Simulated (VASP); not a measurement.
# Cd3O (Cmmm) in VASP: single point with PBE

Aim: the single point of Cd3O with PBE.

Everything below comes from runs of VASP 6.6.1. Logs are shortened: lines on timing, memory, paths and dates and some standing lists are left out, and cuts for length are marked.

## (1) The cell of the first run

Symmetry: Cmmm, No. 65, orthorhombic system. The conventional cell has a = 6.923 Å, b = 7.449 Å, c = 7.120 Å, α = 90.00°, β = 90.00°, γ = 90.00°. Within 3.0 Å of Cd (site symmetry m) lie 1 O at 2.16 Å and 2 Cd at 2.75 to 2.98 Å. Cd (site symmetry m2m) has 2 O at 2.30 Å within 3.0 Å. Within 2.9 Å of O (site symmetry mm2) lie 4 Cd at 2.16 to 2.30 Å.

The cell was generated, and may not be a known phase.

## (2) Single point, PBE

The input, INCAR:

```
ALGO     = Normal         # electronic algorithm
EDIFF    = 1E-6           # SCF threshold, eV
ENCUT    = 700            # plane-wave cutoff, eV
GGA      = PE             # functional
GGA_COMPAT= F            
ISIF     = 2              # what is computed and relaxed
ISMEAR   = 0              # smearing method
LASPH    = T              # aspherical terms in the spheres
LCHARG   = F              # write CHGCAR
LREAL    = F              # projectors in reciprocal space
LWAVE    = F              # write WAVECAR
NBANDS   = 76             # bands
NELM     = 120            # most SCF steps
PREC     = Accurate       # precision mode
SIGMA    = 0.2            # smearing width, eV
```

The input, KPOINTS:

```
k-points
0
Gamma
  3 3 2
```

The input, POSCAR:

```
Cd3O
1.0
    3.7244511729     -3.4612858525      0.0000000000
    3.7244511729      3.4612858525      0.0000000000
    0.0000000000      0.0000000000      7.1203408390
Cd O
6 2
Direct
    0.6985613064      0.3014386936      0.2906058262
    0.3014386936      0.6985613064      0.2906058262
    0.3014386936      0.6985613064      0.7093941738
    0.6985613064      0.3014386936      0.7093941738
    0.2323086135      0.2323086135      0.0000000000
    0.7676913865      0.7676913865      0.0000000000
    0.0000000000      0.0000000000      0.7877242352
    0.0000000000      0.0000000000      0.2122757648
```

Potentials or basis: VASP PAW PBE potentials, release 64 (Cd_sv_GW, O).

On the command line:

```
> cat potpaw_PBE.64/Cd_sv_GW/POTCAR potpaw_PBE.64/O/POTCAR > POTCAR
> mpirun -np 1 vasp_std > vasp.out
```

OUTCAR:

```text
EDIFF = 1E-6
   ENCUT = 700
   GGA = PE
   ISIF = 2
   ISMEAR = 0
   LASPH = T
   LREAL = F
   NELM = 120
   PREC = Accurate

 ion  position               nearest neighbor table
   1  0.699  0.301  0.291-   8 2.16
   2  0.301  0.699  0.291-   8 2.16
   3  0.301  0.699  0.709-   7 2.16
   4  0.699  0.301  0.709-   7 2.16
   5  0.232  0.232  0.000-   7 2.30   8 2.30
   6  0.768  0.768  0.000-   7 2.30   8 2.30
   7  0.000  0.000  0.788-   3 2.16   4 2.16   5 2.30   6 2.30
   8  0.000  0.000  0.212-   1 2.16   2 2.16   5 2.30   6 2.30

  LATTYP: Found a base centered orthorhombic cell.
 ALAT       =     6.9225717050
 B/A-ratio  =     1.0760310854
 C/A-ratio  =     1.0285687375

  Lattice vectors:

 A1 = (  -3.7244511729,  -3.4612858525,   0.0000000000)
 A2 = (   3.7244511729,  -3.4612858525,   0.0000000000)
 A3 = (   0.0000000000,   0.0000000000,   7.1203408390)

Analysis of symmetry for initial positions (statically):
=====================================================================
 Subroutine PRICEL returns:
 Original cell was already a primitive cell.

 Routine SETGRP: Setting up the symmetry group for a
 base centered orthorhombic supercell.

 Subroutine GETGRP returns: Found  8 space group operations
 (whereof  8 operations were pure point group operations)
 out of a pool of  8 trial point group operations.

The static configuration has the point symmetry D_2h.

Analysis of symmetry for dynamics (positions and initial velocities):
=====================================================================
 Subroutine PRICEL returns:
 Original cell was already a primitive cell.

 Routine SETGRP: Setting up the symmetry group for a
 base centered orthorhombic supercell.

 Subroutine GETGRP returns: Found  8 space group operations
 (whereof  8 operations were pure point group operations)
 out of a pool of  8 trial point group operations.

The dynamic configuration has the point symmetry D_2h.

 Subroutine INISYM returns: Found  8 space group operations
 (whereof  8 operations are pure point group operations),
 and found     1 'primitive' translations

----------------------------------------------------------------------------------------

                                     Primitive cell

  volume of cell :     183.5822

  direct lattice vectors                    reciprocal lattice vectors
     3.724451173 -3.461285853  0.000000000     0.134247967 -0.144454986  0.000000000
     3.724451173  3.461285853  0.000000000     0.134247967  0.144454986  0.000000000
     0.000000000  0.000000000  7.120340839     0.000000000  0.000000000  0.140442715

  length of vectors
     5.084489777  5.084489777  7.120340839     0.197204868  0.197204868  0.140442715

  position of ions in fractional coordinates (direct lattice)
     0.698561306  0.301438694  0.290605826
     0.301438694  0.698561306  0.290605826
     0.301438694  0.698561306  0.709394174
     0.698561306  0.301438694  0.709394174
     0.232308614  0.232308614  0.000000000
     0.767691386  0.767691386  0.000000000
     0.000000000  0.000000000  0.787724235
     0.000000000  0.000000000  0.212275765

  ion indices of the primitive-cell ions
   primitive index   ion index
                 1           1
                 2           2
                 3           3
                 4           4
                 5           5
                 6           6
                 7           7
                 8           8

----------------------------------------------------------------------------------------

 KPOINTS: k-points

Automatic generation of k-mesh.
 Grid dimensions read from file:
 generate k-points for:    3    3    2

 Generating k-lattice:

  Cartesian coordinates                     Fractional coordinates (reciprocal lattice)
     0.044749322 -0.048151662  0.000000000     0.333333333  0.000000000  0.000000000
     0.044749322  0.048151662  0.000000000     0.000000000  0.333333333  0.000000000
     0.000000000  0.000000000  0.070221358     0.000000000  0.000000000  0.500000000

  Length of vectors
     0.065734956  0.065734956  0.070221358

  Shift w.r.t. Gamma in fractional coordinates (k-lattice)
     0.000000000  0.000000000  0.000000000

 Subroutine IBZKPT returns following result:
 ===========================================

 Found      8 irreducible k-points:

 Following reciprocal coordinates:
            Coordinates               Weight
  0.000000  0.000000  0.000000      1.000000
  0.333333 -0.000000  0.000000      4.000000
  0.333333  0.333333  0.000000      2.000000
 -0.333333  0.333333  0.000000      2.000000
  0.000000  0.000000  0.500000      1.000000
  0.333333 -0.000000  0.500000      4.000000
  0.333333  0.333333  0.500000      2.000000
 -0.333333  0.333333  0.500000      2.000000
   k-points           NKPTS =      8   k-points in BZ     NKDIM =      8   number of bands    NBANDS=     76
   number of dos      NEDOS =    301   number of ions     NIONS =      8
   total plane-waves  NPLWV = 147456
   dimension x,y,z NGX =    48 NGY =   48 NGZ =   64
   dimension x,y,z NGXF=    96 NGYF=   96 NGZF=  128
   ions per type =               6   2
   NGX,Y,Z   is equivalent  to a cutoff of  15.69, 15.69, 14.94 a.u.
   NGXF,Y,Z  is equivalent  to a cutoff of  31.39, 31.39, 29.89 a.u.
 SYSTEM =  unknown system
   PREC   = accura    normal or accurate (medium, high low for compatibility)
   ISTART =      0    job   : 0-new  1-cont  2-samecut
   ICHARG =      2    charge: 1-file 2-atom 10-const
   ISPIN  =      1    spin polarized calculation?
   LNONCOLLINEAR =      F non collinear calculations
   LSORBIT =      F    spin-orbit coupling
   LASPH  =      T    aspherical Exc in radial PAW
   ENCUT  =  700.0 eV  51.45 Ry    7.17 a.u.  10.97 10.97 15.36*2*pi/ulx,y,z
   NELM   =    120;   NELMIN=  2; NELMDL= -5     # of ELM steps
   EDIFF  = 0.1E-05   stopping-criterion for ELM
   LREAL  =      F    real-space projection
[... 7 lines left out ...]
   TEBEG  =    0.0;   TEEND  =   0.0 temperature during run
   PSTRESS=    0.0 pullay stress
   NELECT =     132.0000    total number of electrons
   NUPDOWN=      -1.0000    fix difference up-down
   EMIN   =  10.00;   EMAX   =-10.00  energy-range for DOS
   EFERMI =   0.00;   METHOD = LEGACY
   ISMEAR =     0;   SIGMA  =   0.20  broadening in eV -4-tet -1-fermi 0-gaus
   EFERMI_NEDOS =   21; number of points for ismear=-14 and -15
   IALGO  =     38    algorithm
   IMIX   =      4    mixing-type and parameters
     AMIX     =   0.40;   BMIX     =  1.00
     AMIX_MAG =   1.60;   BMIX_MAG =  1.00
  volume/ion in A,a.u.               =      22.95       154.86
  Fermi-wavevector in a.u.,A,eV,Ry     =   1.466637  2.771542 29.266459  2.151024
  Thomas-Fermi vector in A             =   2.582351
   LORBIT       =      0    0 simple, 1 ext, 2 COOP (PROOUT), +10 PAW based schemes
   GGA     = PE    functional components
   LHFCALC =     F    Hartree Fock is set to
   AEXX    =    0.0000 exact exchange contribution
   IVDW    =     0    specifies the selected vdW correction
   LEPSILON=     F    determine dielectric tensor
   LRPA    =     F    only Hartree local field effects (RPA)
 non-spin polarized calculation
 Gauss-broadening in eV      SIGMA  =   0.20
  energy-cutoff  :      700.00
  volume of cell :      183.58
 maximum number of plane-waves:      7756
 NGX is ok and might be reduce to    48
   NGX = 21   NGY = 21   NGZ = 31

 number of electron     131.9999977 magnetization

 Free energy of the ion-electron system (eV)
  ---------------------------------------------------
  ext. energy  EPLUGINS =         0.00000000
  ---------------------------------------------------
  free energy    TOTEN  =       -17.34831605 eV

  energy without entropy =      -17.32946772  energy(sigma->0) =      -17.33889189

 E-fermi :   3.8037     XC(G=0):  -9.7926

 val. band max:        3.6340936291   @ k =  -0.3333   0.3333   0.5000
 cond. band min:       4.0003309022   @ k =   0.0000   0.0000   0.5000
 fundamental gap:      0.3662372731
 Fermi energy:         3.8036943295

 k-point     1 :       0.0000    0.0000    0.0000
  band No.  band energies     occupation
      1     -98.8634      2.00000
      2     -98.8624      2.00000
      3     -98.8598      2.00000
      4     -98.8588      2.00000
      5     -98.5632      2.00000
      6     -98.5629      2.00000
[... 68 lines left out ...]
     75       8.9405      0.00000
     76       9.3145      0.00000

 k-point     2 :       0.3333   -0.0000    0.0000
  band No.  band energies     occupation
      1     -98.8634      2.00000
      2     -98.8624      2.00000
      3     -98.8599      2.00000
      4     -98.8589      2.00000
      5     -98.5631      2.00000
      6     -98.5630      2.00000
[... 68 lines left out ...]
     75       9.2467      0.00000
     76       9.5098      0.00000

 k-point     3 :       0.3333    0.3333    0.0000
  band No.  band energies     occupation
      1     -98.8634      2.00000
      2     -98.8624      2.00000
      3     -98.8599      2.00000
      4     -98.8589      2.00000
      5     -98.5631      2.00000
      6     -98.5630      2.00000
[... 68 lines left out ...]
     75       9.8835      0.00000
     76      11.3509      0.00000

 k-point     4 :      -0.3333    0.3333    0.0000
  band No.  band energies     occupation
      1     -98.8634      2.00000
      2     -98.8624      2.00000
      3     -98.8599      2.00000
      4     -98.8589      2.00000
      5     -98.5631      2.00000
      6     -98.5631      2.00000
[... 68 lines left out ...]
     75      10.0632      0.00000
     76      10.7586      0.00000

 k-point     5 :       0.0000    0.0000    0.5000
  band No.  band energies     occupation
      1     -98.8634      2.00000
      2     -98.8624      2.00000
      3     -98.8598      2.00000
      4     -98.8588      2.00000
      5     -98.5632      2.00000
      6     -98.5629      2.00000
[... 68 lines left out ...]
     75      10.3144      0.00000
     76      10.4970      0.00000

 k-point     6 :       0.3333   -0.0000    0.5000
  band No.  band energies     occupation
      1     -98.8634      2.00000
      2     -98.8624      2.00000
      3     -98.8599      2.00000
      4     -98.8588      2.00000
      5     -98.5631      2.00000
      6     -98.5630      2.00000
[... 68 lines left out ...]
     75       9.2716      0.00000
     76      10.0217      0.00000

 k-point     7 :       0.3333    0.3333    0.5000
  band No.  band energies     occupation
      1     -98.8634      2.00000
      2     -98.8624      2.00000
      3     -98.8599      2.00000
      4     -98.8589      2.00000
      5     -98.5631      2.00000
      6     -98.5630      2.00000
[... 68 lines left out ...]
     75       9.3624      0.00000
     76      10.0610      0.00000

 k-point     8 :      -0.3333    0.3333    0.5000
  band No.  band energies     occupation
      1     -98.8634      2.00000
      2     -98.8624      2.00000
      3     -98.8599      2.00000
      4     -98.8589      2.00000
      5     -98.5631      2.00000
      6     -98.5631      2.00000
[... 68 lines left out ...]
     75       9.5447      0.00000
     76       9.9036      0.00000

------------------------ aborting loop because EDIFF is reached ----------------------------------------

  FORCE on cell =-STRESS in cart. coord.  units (eV):
  Direction    XX          YY          ZZ          XY          YZ          ZX
  --------------------------------------------------------------------------------------
  -------------------------------------------------------------------------------------
  Total        0.0921507     -0.1092365     -0.2552537      0.0000000      0.0000000      0.0000000
  in kB        0.8042271     -0.9533403     -2.2276764      0.0000000      0.0000000      0.0000000
  external PRESSURE =      -0.7922632 kB  Pullay stress =       0.0000000 kB

 VOLUME and BASIS-vectors are now :
 -----------------------------------------------------------------------------
  energy-cutoff  :      700.00
  volume of cell :      183.58
      direct lattice vectors                 reciprocal lattice vectors
     3.724451173 -3.461285853  0.000000000     0.134247967 -0.144454986  0.000000000
     3.724451173  3.461285853  0.000000000     0.134247967  0.144454986  0.000000000
     0.000000000  0.000000000  7.120340839     0.000000000  0.000000000  0.140442715

 POSITION                                       TOTAL-FORCE (eV/Angst)
 -----------------------------------------------------------------------------------
      3.72445     -1.37455      2.06921         0.000000     -0.050237      0.003777
      3.72445      1.37455      2.06921         0.000000      0.050237      0.003777
      3.72445      1.37455      5.05113         0.000000      0.050237     -0.003777
      3.72445     -1.37455      5.05113         0.000000     -0.050237     -0.003777
      1.73044      0.00000      0.00000         0.004668     -0.000000     -0.000000
      5.71846      0.00000      0.00000        -0.004668     -0.000000      0.000000
      0.00000      0.00000      5.60887        -0.000000     -0.000000     -0.031668
      0.00000      0.00000      1.51148         0.000000     -0.000000      0.031668
 -----------------------------------------------------------------------------------
    total drift:                               -0.000000     -0.000000     -0.000000

  FREE ENERGIE OF THE ION-ELECTRON SYSTEM (eV)
  ---------------------------------------------------
  free  energy   TOTEN  =       -17.3483160546 eV

  energy  without entropy=      -17.3294677159  energy(sigma->0) =      -17.33889189
```

It took 4.8 min on 1 thread of Intel Xeon Platinum 8488C (Sapphire Rapids), shared host; peak memory 0.43 GiB.

Results:

- Free energy: -17.3483 eV
- Pressure: -0.1 GPa
- Largest force: 0.050 eV/Å
- Band gap on the k mesh: zero (bands 66 and 67 overlap by 1.87 eV)

Forces in eV/Å, atoms in the order of the input:
```
Cd   0.000 -0.050  0.004
Cd   0.000  0.050  0.004
Cd   0.000  0.050 -0.004
Cd   0.000 -0.050 -0.004
Cd   0.005  0.000  0.000
Cd  -0.005  0.000  0.000
O    0.000  0.000 -0.032
O    0.000  0.000  0.032
```

Levels at points of the mesh, in eV from the Fermi level:
| k point | band 64 | band 65 | band 66 | band 67 | band 68 | band 69 |
| --- | --- | --- | --- | --- | --- | --- |
| (0.00, 0.00, 0.00) | -2.11 | -1.28 | -0.22 | 1.09 | 1.40 | 2.45 |
| (0.00, 0.00, 0.50) | -2.50 | 0.20 | 1.27 | 1.50 | 1.55 | 1.83 |

Caveat: the k points lie up to 0.44 Å⁻¹ apart, too coarse for converged energies and pressures of a metal.

The gap in the log of VASP goes by the Fermi energy; the results here count the filled bands.